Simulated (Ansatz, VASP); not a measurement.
# Al in VASP and in Ansatz

```
CELL_PARAMETERS angstrom
2.97200 0.00000 0.00000
-1.48600 2.57383 0.00000
0.00000 0.00000 7.24500
ATOMIC_POSITIONS crystal
Al 0.00000 0.00000 0.00000
Al 0.33333 0.66667 0.25000
Al 0.00000 0.00000 0.50000
Al 0.66667 0.33333 0.75000
```

Alike in both runs: task single point; functional PBE; dispersion D3(BJ); k mesh 18 × 18 × 4; occupations gaussian, width 0.15 eV; no spin polarisation.

|  | VASP | Ansatz |
| --- | --- | --- |
| version | VASP 6.6.1 | Ansatz 0.2.0 |
| potentials or method | VASP PAW PBE potentials, release 64 (Al), cutoff 520 eV | scalar-relativistic, plane waves, PAW |
| valence electrons in the cell | 12 | 12 |

|  | VASP | Ansatz | Ansatz less VASP |
| --- | --- | --- | --- |
| gap on the k mesh at the Fermi level (eV) | none | none | - |
| pressure (GPa) | 26.9 | 26.9 | -0.07 |
| traceless stress, the component that is largest in VASP (GPa) | 24.62 | 24.60 | -0.015 |

A gap of «none» marks a metal or a gap that the smearing closes.
